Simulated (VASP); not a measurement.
A run of VASP 6.6.1 is set up as follows.

INCAR

```
SYSTEM = ReP
  ALGO = Normal
  EDIFF = 1E-6
  ENCUT = 560
  GGA = PS
  GGA_COMPAT = .FALSE.
  ISIF = 2
  ISMEAR = 0
  LASPH = .TRUE.
  LCHARG = .TRUE.
  LELF = .TRUE.
  LREAL = .FALSE.
  LVHAR = .TRUE.
  LWAVE = .FALSE.
  NBANDS = 17
  NELM = 120
  PREC = Accurate
  SIGMA = 0.05
```

KPOINTS

```
k-points
0
G
  12 12 12
  0 0 0
```

Contents of POSCAR:

```
ReP
1.0
    0.0000000000      2.6309808121      2.6309808121
    2.6309808121      0.0000000000      2.6309808121
    2.6309808121      2.6309808121      0.0000000000
Re P
1 1
Direct
    0.0000000000      0.0000000000      0.0000000000
    0.2500000000      0.2500000000      0.2500000000
```

Potentials or basis: VASP PAW PBE potentials, release 64 (Re_sv_GW, P).

Launch:

```bash
$ cat potpaw_PBE.64/Re_sv_GW/POTCAR potpaw_PBE.64/P/POTCAR > POTCAR
$ mpirun -np 1 vasp_std > vasp.out
```

Question: Estimate the pressure.

Answer: -0.9 GPa.

Question: What does it give for the band gap on the k mesh?

Answer: Zero (bands 10 and 11 overlap by 0.42 eV).

Caveat: the PAW data sets were made with another functional, which shifts forces and pressure a little; spin-orbit coupling is left out, which moves the levels of the heavy elements.
